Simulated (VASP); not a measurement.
Runs of VASP 6.6.1 on SrO. The structure is that of space group Fm-3m (No. 225), or close to it. The cells are those of the table. 

| level | cell | gap on the mesh (eV) | pressure (GPa) |
| --- | --- | --- | --- |
| r2SCAN | a = 3.612 Å, angles 60.0°, 2 atoms | 3.73 | 3.7 |
| r2SCAN | a = 3.574 Å, angles 60.0°, 2 atoms | 3.71 | 7.4 |
| r2SCAN | a = 3.685 Å, angles 60.0°, 2 atoms | (d) | -2.1 |
| PBE | a = 3.673 Å, angles 60.0°, 2 atoms | (b) | 0.5 |
| PBE | a = 3.745 Å, angles 60.0°, 2 atoms | 3.30 | -3.9 |
| PBE | a = 3.636 Å, angles 60.0°, 2 atoms | 3.26 | 3.4 |
| PBE | a = 3.710 Å, angles 60.0°, 2 atoms | 3.29 | -1.9 |
| PBE | a = 3.649 Å, angles 60.0°, 2 atoms | 3.27 | 2.4 |
| PBE | a = 3.598 Å, angles 60.0°, 2 atoms | 3.24 | 6.7 |
| r2SCAN | a = 3.649 Å, angles 60.0°, 2 atoms | 3.75 | 0.5 |
| r2SCAN | a = 3.720 Å, angles 60.0°, 2 atoms | (c) | (a) |

Alike in all rows: task single point; potentials or basis VASP PAW PBE potentials, release 64 (Sr_sv, O); no spin polarisation; k mesh 8 × 8 × 8; cutoff (eV) 520; smearing gaussian 0.01 eV.

Task: Estimate the missing entries.

Result: (a) -4.4; (b) 3.28; (c) 3.77; (d) 3.76.

Caveats: the PAW data sets were made with another functional, which shifts forces and pressure a little (some runs).

A k mesh can miss the band edges, and the runs leave out spin-orbit coupling on Sr.
